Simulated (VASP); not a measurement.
Cd3Pd:

```
Pd Cd
1.0
     4.28750    0.00000    0.00000
     0.00000    4.28750    0.00000
     0.00000    0.00000    4.28750
Pd Cd
1 3
Direct
  0.00000 0.00000 0.00000
  0.00000 0.50000 0.50000
  0.50000 0.00000 0.50000
  0.50000 0.50000 0.00000
```

```yaml
Program: VASP 6.6.1
Task: relaxation of cell and atoms
Functional: r2SCAN
Potentials_or_basis: VASP PAW PBE potentials, release 64 (Pd, Cd)
Cutoff: 600 eV
k_mesh: 5 × 5 × 5
Occupations: methfessel-paxton, width 0.1 eV
Spin: no spin polarisation
```

At the start: pressure -4.4 GPa; volume 19.70 Å³/atom.

Problem. How do energy, volume and symmetry change on relaxing?

Solution. Over 3 steps the energy falls by 15.3 meV/atom and the volume is 18.67 Å³/atom (-5.3 %); space group Pm-3m (No. 221, to 0.05 Å).

Step by step:
| step | energy change (eV) | largest force (eV/Å) | pressure (GPa) | volume (Å³) |
| --- | --- | --- | --- | --- |
| 1 | 0.0000 | 0.0000 | -4.43 | 78.82 |
| 2 | -0.0454 | 0.0000 | 2.71 | 72.76 |
| 3 | -0.0612 | 0.0000 | 0.03 | 74.67 |

Final structure:
```
Pd Cd
1.0
     4.21104    0.00000    0.00000
     0.00000    4.21104    0.00000
     0.00000    0.00000    4.21104
Pd Cd
1 3
Direct
  0.00000 0.00000 0.00000
  0.00000 0.50000 0.50000
  0.50000 0.00000 0.50000
  0.50000 0.50000 0.00000
```

Caveat: the PAW data sets were made with another functional, which shifts forces and pressure a little.
